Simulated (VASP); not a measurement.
# Al48N47 (a cell with a defect) in VASP: single point with PBEsol

Aim: the single point of Al48N47 (a cell with a defect) with PBEsol.

Program: VASP 6.6.1. These are calculated values, not measurements. Logs are shortened: lines on timing, memory, paths and dates and some standing lists are left out, and cuts for length are marked.

**1. The cell of the first run**

The cell holds a defect, 95 atoms: a = 9.341 Å, b = 10.787 Å, c = 9.967 Å, α = 90.00°, β = 90.00°, γ = 90.00°.

**2. Single point, PBEsol**

Contents of INCAR:

```
SYSTEM = Al48N47
PREC = Accurate
ENCUT = 520
EDIFF = 1E-6
ISMEAR = -1
SIGMA = 0.05
LREAL = Auto
LASPH = .True.
NELM = 60
ALGO = Normal
ISIF = 2
LWAVE = .False.
LCHARG = .True.
GGA = PS
LELF = .True.
LVHAR = .True.
NBANDS = 242
NELECT = 378.0
ISYM = 0
```

Contents of KPOINTS:

```
Automatic mesh
0
Gamma
  1 1 1
  0.25 0.25 0.25
```

Contents of POSCAR:

```
Al48N47
1.0
    9.3414480000      0.0000000000      0.0000000000
    0.0000000000     10.7865750000      0.0000000000
    0.0000000000      0.0000000000      9.9670570000
Al N
48 47
Direct
    0.1665580000      0.0836430000      0.2479080000
    0.1666030000      0.0836350000      0.7483150000
    0.9999910000      0.3331770000      0.2479120000
    0.9999710000      0.3330770000      0.7485800000
    0.4999560000      0.0839340000      0.2480190000
    0.4999380000      0.0840110000      0.7485620000
    0.3322590000      0.3332210000      0.2478970000
    0.3325840000      0.3334500000      0.7486520000
    0.1658010000      0.5829970000      0.2478850000
    0.1661130000      0.5831120000      0.7486750000
    0.9999530000      0.8337910000      0.2480670000
    0.9999370000      0.8338080000      0.7485390000
    0.8333690000      0.0836910000      0.2479160000
    0.8332950000      0.0836660000      0.7483410000
    0.6676880000      0.3332090000      0.2478830000
    0.6673180000      0.3334530000      0.7486910000
    0.4999260000      0.5836120000      0.2407730000
    0.4999570000      0.5836350000      0.7497990000
    0.3334380000      0.8346900000      0.2479270000
    0.3334690000      0.8343110000      0.7486550000
    0.8341430000      0.5829210000      0.2478370000
    0.8337940000      0.5830840000      0.7487370000
    0.6665050000      0.8347030000      0.2479450000
    0.6664410000      0.8343250000      0.7486660000
    0.0000060000      0.1667100000      0.4982960000
    0.9999960000      0.1667880000      0.9981510000
    0.3332750000      0.1665460000      0.4985080000
    0.3332800000      0.1667480000      0.9982100000
    0.1659660000      0.4164500000      0.4990440000
    0.1664530000      0.4167720000      0.9981460000
    0.9998720000      0.6675090000      0.4987480000
    0.9999920000      0.6672860000      0.9982730000
    0.6666170000      0.1665900000      0.4985370000
    0.6666680000      0.1667480000      0.9982130000
    0.4999830000      0.4131800000      0.4994590000
    0.4999870000      0.4164270000      0.9981510000
    0.3295050000      0.6688400000      0.4994010000
    0.3328080000      0.6672480000      0.9981090000
    0.1661960000      0.9172880000      0.4984700000
    0.1664880000      0.9171520000      0.9982000000
    0.8340410000      0.4163560000      0.4990620000
    0.8335470000      0.4167360000      0.9981610000
    0.6705250000      0.6688260000      0.4994140000
    0.6671510000      0.6672510000      0.9981590000
    0.4999740000      0.9177520000      0.4989860000
    0.4999840000      0.9172100000      0.9981400000
    0.8337010000      0.9173840000      0.4984780000
    0.8334990000      0.9171690000      0.9982260000
    0.9999840000      0.1668140000      0.1891710000
    0.9999620000      0.1667450000      0.6890810000
    0.3333380000      0.1671940000      0.1893270000
    0.3333920000      0.1673560000      0.6891130000
    0.1665980000      0.4170050000      0.1891730000
    0.1665540000      0.4169600000      0.6894300000
    0.9999610000      0.6668810000      0.1895260000
    0.9999430000      0.6668160000      0.6891760000
    0.6665810000      0.1671830000      0.1893130000
    0.6664980000      0.1673640000      0.6891450000
    0.4999930000      0.4171210000      0.1910960000
    0.4999580000      0.4181140000      0.6883960000
    0.3333820000      0.6669170000      0.1911060000
    0.3343000000      0.6664060000      0.6883500000
    0.1667900000      0.9167640000      0.1893610000
    0.1668780000      0.9166560000      0.6890860000
    0.8333810000      0.4169350000      0.1891690000
    0.8333880000      0.4169470000      0.6894670000
    0.6665590000      0.6669180000      0.1912010000
    0.6656570000      0.6664140000      0.6883850000
    0.4999710000      0.9170760000      0.1892090000
    0.4999610000      0.9171000000      0.6894250000
    0.8331640000      0.9167940000      0.1893830000
    0.8330060000      0.9166930000      0.6891040000
    0.1669990000      0.0835390000      0.4390470000
    0.1667680000      0.0835870000      0.9391790000
    0.0000530000      0.3335910000      0.4390850000
    0.9999980000      0.3335980000      0.9392900000
    0.4999610000      0.0838290000      0.4391600000
    0.4999590000      0.0836170000      0.9392910000
    0.3334190000      0.3347540000      0.4390360000
    0.3336640000      0.3338500000      0.9394550000
    0.1673800000      0.5832400000      0.4391230000
    0.1668830000      0.5838060000      0.9394650000
    0.9999270000      0.8334190000      0.4392170000
    0.9999680000      0.8336320000      0.9393470000
    0.8329600000      0.0837470000      0.4390470000
    0.8331790000      0.0836000000      0.9392000000
    0.6665560000      0.3347880000      0.4390170000
    0.6663000000      0.3338460000      0.9394950000
    0.4999800000      0.5836460000      0.9407490000
    0.3343330000      0.8329430000      0.4390670000
    0.3333380000      0.8332530000      0.9394860000
    0.8325950000      0.5829350000      0.4390260000
    0.8330710000      0.5837820000      0.9395780000
    0.6656290000      0.8330310000      0.4390560000
    0.6666290000      0.8332570000      0.9395170000
```

Potentials or basis: VASP PAW PBE potentials, release 64 (Al, N).

Started as:

```sh
cat potpaw_PBE.64/Al/POTCAR potpaw_PBE.64/N/POTCAR > POTCAR
mpirun -np 1 vasp_std > vasp.out
```

OUTCAR:

```text
SYSTEM = Al48N47
   PREC = Accurate
   ENCUT = 520
   EDIFF = 1E-6
   ISMEAR = -1
   LREAL = Auto
   LASPH = .True.
   NELM = 60
   ISIF = 2
   GGA = PS
   NELECT = 378.0
   ISYM = 0

 ion  position               nearest neighbor table
   1  0.167  0.084  0.248-  49 1.89  51 1.89  63 1.89  73 1.91  40 3.07  26 3.07  28 3.07  25 3.07
                            39 3.08  27 3.08  19 3.11   7 3.11   3 3.11  11 3.11  13 3.11   5 3.11
   2  0.167  0.084  0.748-  50 1.89  52 1.90  64 1.90  74 1.90  39 3.07  27 3.07  26 3.07  40 3.07
                            28 3.07  25 3.07  20 3.11   4 3.11   8 3.11  12 3.11  14 3.11   6 3.11
   3  1.000  0.333  0.248-  49 1.89  65 1.89  53 1.89  75 1.91  26 3.07  42 3.07  30 3.07  25 3.07
                            41 3.08  29 3.08   7 3.10  15 3.10  21 3.11   9 3.11  13 3.11   1 3.11
   4  1.000  0.333  0.749-  50 1.89  66 1.89  54 1.89  76 1.90  41 3.07  29 3.07  26 3.07  42 3.07
                            30 3.07  25 3.07   8 3.11  16 3.11  14 3.11   2 3.11  22 3.11  10 3.11
   5  0.500  0.084  0.248-  51 1.89  57 1.89  69 1.89  77 1.91  28 3.07  34 3.07  46 3.07  27 3.07
                            33 3.07  45 3.08  19 3.11  23 3.11   7 3.11  15 3.11   1 3.11  13 3.11
   6  0.500  0.084  0.749-  52 1.89  58 1.89  70 1.89  78 1.90  45 3.07  28 3.07  34 3.07  46 3.07
                            33 3.07  27 3.07  20 3.11  24 3.11   8 3.11  16 3.11   2 3.11  14 3.11
   7  0.332  0.333  0.248-  51 1.88  53 1.89  59 1.90  79 1.91  30 3.07  28 3.07  36 3.08  27 3.08
                            29 3.08  35 3.08   3 3.10   1 3.11   9 3.11   5 3.11  17 3.12  15 3.13
   8  0.333  0.333  0.749-  52 1.89  54 1.89  80 1.90  60 1.91  35 3.06  30 3.07  29 3.07  28 3.07
                            36 3.07  27 3.08   4 3.11   2 3.11  10 3.11   6 3.11  18 3.12  16 3.13
   9  0.166  0.583  0.248-  53 1.88  55 1.89  61 1.89  81 1.91  30 3.07  32 3.07  38 3.08  37 3.08
[... 124 lines left out ...]
  94  0.666  0.833  0.439-  43 1.87  45 1.89  23 1.90  47 1.91
  95  0.667  0.833  0.940-  44 1.88  46 1.89  48 1.90  24 1.90

IMPORTANT INFORMATION: All symmetrisations will be switched off!
NOSYMM: (Re-)initialisation of all symmetry stuff for point group C_1.

----------------------------------------------------------------------------------------

                                     Primitive cell

  volume of cell :    1004.3029

  direct lattice vectors                    reciprocal lattice vectors
     9.341448000  0.000000000  0.000000000     0.107049785  0.000000000  0.000000000
     0.000000000 10.786575000  0.000000000     0.000000000  0.092707834  0.000000000
     0.000000000  0.000000000  9.967057000     0.000000000  0.000000000  0.100330519

  length of vectors
     9.341448000 10.786575000  9.967057000     0.107049785  0.092707834  0.100330519

  position of ions in fractional coordinates (direct lattice)
     0.166558000  0.083643000  0.247908000
     0.166603000  0.083635000  0.748315000
     0.999991000  0.333177000  0.247912000
     0.999971000  0.333077000  0.748580000
     0.499956000  0.083934000  0.248019000
[... 254 lines left out ...]
   ISMEAR =    -1;   SIGMA  =   0.05  broadening in eV -4-tet -1-fermi 0-gaus
   EFERMI_NEDOS =   21; number of points for ismear=-14 and -15
   IALGO  =     38    algorithm
   IMIX   =      4    mixing-type and parameters
     AMIX     =   0.40;   BMIX     =  1.00
     AMIX_MAG =   1.60;   BMIX_MAG =  1.00
  volume/ion in A,a.u.               =      10.57        71.34
  Fermi-wavevector in a.u.,A,eV,Ry     =   1.181999  2.233655 19.009001  1.397122
  Thomas-Fermi vector in A             =   2.318262
   LORBIT       =      0    0 simple, 1 ext, 2 COOP (PROOUT), +10 PAW based schemes
   GGA     = PS    functional components
   LHFCALC =     F    Hartree Fock is set to
   AEXX    =    0.0000 exact exchange contribution
   IVDW    =     0    specifies the selected vdW correction
   LEPSILON=     F    determine dielectric tensor
   LRPA    =     F    only Hartree local field effects (RPA)
 non-spin polarized calculation
  energy-cutoff  :      520.00
  volume of cell :     1004.30
 maximum number of plane-waves:     27045
 NGX is ok and might be reduce to    70
   NGX = 35   NGY = 41   NGZ = 37

 number of electron     377.9999997 magnetization

 Free energy of the ion-electron system (eV)
  ---------------------------------------------------
  ext. energy  EPLUGINS =         0.00000000
  ---------------------------------------------------
  free energy    TOTEN  =      -746.42377565 eV

  energy without entropy =     -746.42377565  energy(sigma->0) =     -746.42377565

 E-fermi :   7.4484     XC(G=0): -11.0485

 val. band max:        6.2606865733   @ k =   0.2500  -0.2500  -0.2500
 cond. band min:       9.9065481976   @ k =   0.2500   0.2500   0.2500
 fundamental gap:      3.6458616243
 Fermi energy:         7.4484312794

 k-point     1 :       0.2500    0.2500    0.2500
  band No.  band energies     occupation
      1      -8.9550      2.00000
      2      -8.5843      2.00000
      3      -8.5167      2.00000
      4      -8.4473      2.00000
      5      -8.1586      2.00000
      6      -8.1236      2.00000
[... 805 lines left out ...]
    200      11.5819      0.00000
    201      11.6355      0.00000
 [bands above 201 left out]

------------------------ aborting loop because EDIFF is reached ----------------------------------------

  FORCE on cell =-STRESS in cart. coord.  units (eV):
  Direction    XX          YY          ZZ          XY          YZ          ZX
  --------------------------------------------------------------------------------------
  -------------------------------------------------------------------------------------
  Total      -10.8091258    -10.6481565    -11.7287108      0.0004869      0.0037192      0.0170085
  in kB      -17.2439377    -16.9871413    -18.7109635      0.0007767      0.0059334      0.0271339
  external PRESSURE =     -17.6473475 kB  Pullay stress =       0.0000000 kB

 VOLUME and BASIS-vectors are now :
 -----------------------------------------------------------------------------
  energy-cutoff  :      520.00
  volume of cell :     1004.30
      direct lattice vectors                 reciprocal lattice vectors
     9.341448000  0.000000000  0.000000000     0.107049785  0.000000000  0.000000000
     0.000000000 10.786575000  0.000000000     0.000000000  0.092707834  0.000000000
     0.000000000  0.000000000  9.967057000     0.000000000  0.000000000  0.100330519

 POSITION                                       TOTAL-FORCE (eV/Angst)
 -----------------------------------------------------------------------------------
      1.55589      0.90222      2.47091         0.003110     -0.000052     -0.006457
      1.55631      0.90214      7.45850         0.005461      0.000061      0.003156
      9.34136      3.59384      2.47095         0.002255     -0.000988     -0.000087
      9.34118      3.59276      7.46114         0.002526     -0.000597      0.001724
      4.67031      0.90536      2.47202         0.001827     -0.000918     -0.002079
      4.67014      0.90619      7.46096         0.001385     -0.003436      0.000406
[... 87 lines left out ...]
      6.21794      8.98555      4.37610        -0.000952     -0.009409      0.002803
      6.22728      8.98799      9.36422        -0.000428     -0.000996     -0.002918
 -----------------------------------------------------------------------------------
    total drift:                               -0.004959     -0.004131     -0.031307

  FREE ENERGIE OF THE ION-ELECTRON SYSTEM (eV)
  ---------------------------------------------------
  free  energy   TOTEN  =      -746.4237756496 eV

  energy  without entropy=     -746.4237756495  energy(sigma->0) =     -746.42377565
```

Wall time 35 min (1 thread of Intel Xeon Platinum 8259CL at 2.50GHz (Skylake/Cascade Lake), shared host); peak memory 1.2 GiB.

What came out:

```
Free energy   : -746.4238 eV
Largest force : 0.032 eV/Å
```

Forces in eV/Å, atoms in the order of the input:
```
Al   0.003  0.000 -0.006
Al   0.005  0.000  0.003
Al   0.002 -0.001  0.000
Al   0.003 -0.001  0.002
Al   0.002 -0.001 -0.002
Al   0.001 -0.003  0.000
Al  -0.004 -0.001 -0.006
Al  -0.002  0.001  0.003
Al   0.000  0.005 -0.005
Al   0.006  0.005  0.002
Al   0.002  0.006  0.000
Al   0.001  0.002  0.004
Al  -0.001 -0.001 -0.008
Al  -0.004  0.000  0.001
Al   0.006 -0.001 -0.005
Al   0.004  0.001  0.002
Al   0.006  0.008 -0.014
Al   0.000  0.005  0.005
Al  -0.002  0.006 -0.003
Al  -0.003  0.005  0.001
Al  -0.001  0.007 -0.008
Al  -0.001  0.007  0.006
Al   0.005  0.007 -0.007
Al   0.004  0.005  0.005
Al   0.002 -0.008  0.000
Al  -0.002 -0.007  0.002
Al  -0.005 -0.006  0.001
Al  -0.007 -0.005 -0.003
Al   0.002  0.000 -0.003
Al   0.001 -0.002 -0.006
Al   0.009  0.000  0.001
Al  -0.001 -0.001  0.001
Al   0.005 -0.005 -0.002
Al   0.004 -0.007 -0.004
Al   0.001 -0.008 -0.002
Al  -0.001 -0.003  0.002
Al  -0.005  0.007  0.008
Al  -0.005  0.000 -0.001
Al   0.008 -0.008 -0.001
Al   0.001 -0.004 -0.001
Al  -0.001 -0.009  0.000
Al  -0.004 -0.002 -0.005
Al   0.008  0.007 -0.001
Al   0.003  0.000  0.001
Al  -0.005  0.000  0.002
Al  -0.001 -0.004  0.004
Al  -0.002  0.000 -0.004
Al  -0.006 -0.005 -0.001
N    0.000  0.002  0.002
N    0.000  0.003 -0.003
N    0.000  0.001  0.002
N   -0.001  0.002  0.000
N    0.001  0.000  0.004
N   -0.001  0.002 -0.001
N    0.001 -0.002  0.002
N   -0.004 -0.001 -0.001
N   -0.001  0.002  0.004
N    0.000  0.003 -0.002
N   -0.004 -0.006  0.009
N    0.001  0.002  0.005
N   -0.007  0.002  0.009
N    0.003 -0.002  0.010
N   -0.002  0.000  0.002
N    0.002 -0.001 -0.001
N   -0.002  0.001  0.001
N   -0.002  0.000 -0.002
N    0.002 -0.001  0.003
N   -0.003 -0.004  0.003
N   -0.001  0.000  0.002
N   -0.001  0.001 -0.003
N   -0.001  0.001  0.002
N    0.001 -0.001 -0.004
N   -0.003  0.015  0.000
N    0.002  0.003  0.000
N   -0.004  0.002  0.002
N    0.001  0.003 -0.001
N    0.001  0.003 -0.001
N    0.002  0.002  0.003
N   -0.005  0.008 -0.004
N   -0.001  0.001  0.003
N   -0.007 -0.030 -0.009
N   -0.001 -0.003  0.007
N   -0.003 -0.001  0.000
N    0.002 -0.002 -0.001
N   -0.002 -0.012  0.003
N    0.000  0.004 -0.001
N    0.000  0.001 -0.001
N    0.002  0.001 -0.001
N    0.001 -0.002  0.001
N    0.004  0.011 -0.004
N    0.001  0.000 -0.001
N   -0.005  0.019  0.005
N    0.001 -0.002 -0.004
N   -0.001 -0.009  0.003
N    0.000 -0.001 -0.003
```

Caveat: the cell carries a net charge on a neutralising background, which shifts energy and pressure; the cell is charged against a uniform background, so pressure and absolute levels hang on convention; the PAW data sets were made with another functional, which shifts forces and pressure a little.
